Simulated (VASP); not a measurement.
Here is a VASP 6.6.1 calculation.

Contents of INCAR:

```
SYSTEM = RbBr
  PREC = Accurate
  ENCUT = 520
  EDIFF = 1E-6
  ISMEAR = 0
  SIGMA = 0.01
  LREAL = .False.
  LASPH = .True.
  NELM = 60
  ALGO = Normal
  ISIF = 2
  LWAVE = .False.
  LCHARG = .False.
  GGA = PE
  NBANDS = 15
```

The input KPOINTS:

```
Automatic mesh
0
Gamma
  3 3 3
  0 0 0
```

POSCAR

```
RbBr
1.0
    0.0000000000      3.4327021736      3.4327021736
    3.4327021736      0.0000000000      3.4327021736
    3.4327021736      3.4327021736      0.0000000000
Rb Br
1 1
Direct
    0.9936000000      0.0126600000      0.0080500000
    0.5428800000      0.4816000000      0.4566300000
```

Potentials or basis: VASP PAW PBE potentials, release 64 (Rb_sv, Br).

Launch:

```sh
$ cat potpaw_PBE.64/Rb_sv/POTCAR potpaw_PBE.64/Br/POTCAR > POTCAR
$ mpirun -np 1 vasp_std > vasp.out
```

Question: Estimate the band gap on the k mesh.

Answer: 4.36 eV, direct.

Question: Estimate the largest force.

Answer: 0.432 eV/Å.

Question: Predict the pressure.

Answer: 1.4 GPa.

Stress tensor (GPa, compression positive):
```
 2.41 -0.01  0.09
-0.01  0.85  0.00
 0.09  0.00  0.92
```

Caveat: the k points lie up to 0.53 Å⁻¹ apart. Expect the measured gap to be larger: semilocal functionals such as PBE lack the derivative discontinuity.
